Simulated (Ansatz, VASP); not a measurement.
Two plane-wave programs on Ca

```xyz
1
Lattice="3.3603 0.0000 0.0000 0.0000 3.3603 0.0000 0.0000 0.0000 3.3603" Properties=species:S:1:pos:R:3 pbc="T T T"
Ca    0.0000    0.0000    0.0000
```

Alike in both runs: task single point; functional r2SCAN; k mesh 10 × 10 × 10; occupations fermi-dirac, width 0.1 eV; no spin polarisation.

|  | VASP | Ansatz |
| --- | --- | --- |
| version | VASP 6.6.1 | Ansatz 0.2.0 |
| potentials or method | VASP PAW PBE potentials, release 64 (Ca_sv), cutoff 520 eV | plane waves (500 eV) with PAW, scalar-relativistic |
| valence electrons in the cell | 10 | 10 |

|  | VASP | Ansatz | Ansatz less VASP |
| --- | --- | --- | --- |
| pressure (GPa) | 1.7 | 1.7 | -0.05 |

VASP's potentials were made for PBE, not for r2SCAN.
